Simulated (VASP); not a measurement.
Write the native input for VASP 6.6.1 that does the following.

```yaml
Task: relaxation of cell and atoms
Functional: PBE
Potentials_or_basis: VASP PAW PBE potentials, release 64 (Ga_d, N)
Cutoff: 600 eV
k_mesh: 6 × 6 × 6
Occupations: gaussian, width 0.1 eV
Spin: no spin polarisation
Dipole_correction: no
Further_INCAR_settings: ALGO = Normal; EDIFF = 1e-06; IBRION = 2; EDIFFG = -0.04; NSW = 90; ISIF = 3
```

The structure of GaN lies in POSCAR:

```
GaN
1.0
    0.0000000000      2.2535007000      2.2535007000
    2.2535007000      0.0000000000      2.2535007000
    2.2535007000      2.2535007000      0.0000000000
Ga N
1 1
Direct
    0.0000000000      0.0000000000      0.0000000000
    0.2500000000      0.2500000000      0.2500000000
```

One way to write it, as run:

INCAR

```
PREC = Accurate
ENCUT = 600
EDIFF = 1E-6
ISMEAR = 0
SIGMA = 0.1
LREAL = False
LASPH = True
NELM = 80
ALGO = Normal
ISIF = 3
LWAVE = False
LCHARG = False
GGA = PE
IBRION = 2
NSW = 90
EDIFFG = -0.04
```

KPOINTS

```
Automatic mesh
0
Gamma
  6 6 6
```

Potentials or basis: VASP PAW PBE potentials, release 64 (Ga_d, N).

Run with:

```bash
$ cat potpaw_PBE.64/Ga_d/POTCAR potpaw_PBE.64/N/POTCAR > POTCAR
$ mpirun -np 1 vasp_std > vasp.out
```

It gave:

```json
{"Relaxed volume": "11.76 Å³/atom", "Relaxed cell": "a = 3.216 Å, b = 3.216 Å, c = 3.216 Å, α = 60.00°, β = 60.00°, γ = 60.00°", "Space group after relaxing (to 0.05 Å)": "F-43m (No. 216)", "Energy gained by relaxing": "4.6 meV/atom", "Ionic steps": "3", "Pressure after relaxing": "-0.1 GPa", "Band gap on the k mesh": "1.55 eV, direct"}
```

It took 13 s on 1 thread of AMD EPYC 9R45 96-Core Processor (Zen 5), on a shared host, peak memory 0.13 GiB.
